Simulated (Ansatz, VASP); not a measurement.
# C: VASP beside Ansatz

File INCAR:

```
SYSTEM = C
ALGO = Normal
EDIFF = 1E-6
ENCUT = 520
GGA = PE
ISIF = 2
ISMEAR = 0
LASPH = .True.
LCHARG = .False.
LREAL = .False.
LWAVE = .False.
NBANDS = 11
NELM = 80
PREC = Accurate
SIGMA = 0.05
```

Contents of KPOINTS:

```
k-points
0
Gamma
  12 12 12
  0 0 0
```

POSCAR

```
C
1.0
    0.0000000000      1.7702168663      1.8170952449
    1.7702168663      0.0000000000      1.8170952449
    1.7702168663      1.7702168663      0.0000000000
C
2
Direct
    0.5000000000      0.5000000000      0.5000000000
    0.7500000000      0.7500000000      0.7500000000
```

Input for Ansatz:

```yaml
crystal:
  lattice:
    - [0.0, 1.7702168663, 1.8170952449]
    - [1.7702168663, 0.0, 1.8170952449]
    - [1.7702168663, 1.7702168663, 0.0]
  atoms:
    - { symbol: C, position: [0.5, 0.5, 0.5] }
    - { symbol: C, position: [0.75, 0.75, 0.75] }
basis:
  ecutwfc: 520.0
kpoints:
  mp_grid: { grid: [12, 12, 12] }
hamiltonian:
  xc: pbe
  pseudopotentials: { kind: paw, azcp: { folder: soft_1 } }
scf:
  occupations: { method: gaussian, width: 0.05 }
output:
  forces: true
  stress: true
  eigenvalues: true
```

Change from the starting cell: strain +e along x and -e along y +0.0000, strain +e along z and -e/2 along x and y +0.0175.

Alike in both runs: task single point; functional PBE; k mesh 12 × 12 × 12; occupations gaussian, width 0.05 eV; no spin polarisation.

```csv
,VASP,Ansatz
version,VASP 6.6.1,Ansatz 0.2.0
potentials or method,"VASP PAW PBE potentials, release 64 (C), cutoff 520 eV","scalar-relativistic, plane waves, PAW"
valence electrons in the cell,8,8
```

Ansatz gave:

| Property | Result |
| --- | --- |
| gap on the k mesh at the Fermi level (eV) | 3.82 |
| least direct gap on the mesh (eV) | 5.35 |
| pressure (GPa) | 0.1 |
| traceless stress, the component that is largest in VASP (GPa) | -16.57 |

Problem. Estimate VASP's values.

Solution. gap on the k mesh at the Fermi level (eV): 3.81; least direct gap on the mesh (eV): 5.34; pressure (GPa): 0.7; traceless stress, the component that is largest in VASP (GPa): -16.57.

The functional is the same, so the differences come from potentials, cutoffs and numerics.
